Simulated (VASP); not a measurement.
Wanted: the native input for a VASP 6.6.1 run.

```yaml
Task: single point
Functional: PBEsol
Potentials_or_basis: VASP PAW PBE potentials, release 64 (Ta_pv, N)
Cutoff: 520 eV
k_mesh: 5 × 5 × 8
Occupations: fermi-dirac, width 0.1 eV
Spin: no spin polarisation
Dipole_correction: no
Further_INCAR_settings: ALGO = Normal; EDIFF = 1e-06; NBANDS = 33
```

The structure of TaN lies in POSCAR:

```
TaN
1.0
    5.1208427511      0.0000000000      0.0000000000
   -2.5604213756      4.4347799102      0.0000000000
    0.0000000000      0.0000000000      2.8686978849
Ta N
3 3
Direct
    0.0000000000      0.0000000000      0.0000000000
    0.3333333333      0.6666666667      0.5000000000
    0.6666666667      0.3333333333      0.5000000000
    0.5000000000      0.0000000000      0.0000000000
    0.5000000000      0.5000000000      0.0000000000
    0.0000000000      0.5000000000      0.0000000000
```

One way to write it, as run:

INCAR

```
  PREC = Accurate
  ENCUT = 520
  EDIFF = 1E-6
  ISMEAR = -1
  SIGMA = 0.1
  LREAL = False
  LASPH = True
  NELM = 80
  ALGO = Normal
  ISIF = 2
  LWAVE = False
  LCHARG = False
  GGA = PS
  NBANDS = 33
```

KPOINTS

```
Automatic mesh
0
Gamma
  5 5 8
```

Potentials or basis: VASP PAW PBE potentials, release 64 (Ta_pv, N).

Launch:

```bash
$ cat potpaw_PBE.64/Ta_pv/POTCAR potpaw_PBE.64/N/POTCAR > POTCAR
$ mpirun -np 1 vasp_std > vasp.out
```

Results of the run:

| Quantity | Value |
| --- | --- |
| Pressure | 16.6 GPa |
| Band gap on the k mesh | zero (bands 24 and 25 overlap by 2.30 eV) |

Caveat: the cell stands under pressure; the PAW data sets were made with another functional, which shifts forces and pressure a little; spin-orbit coupling is left out, which moves the levels of the heavy elements.

Wall time 52 s on 1 thread of AMD EPYC 7R13 Processor (Zen 3) (shared host), peak memory 0.18 GiB.
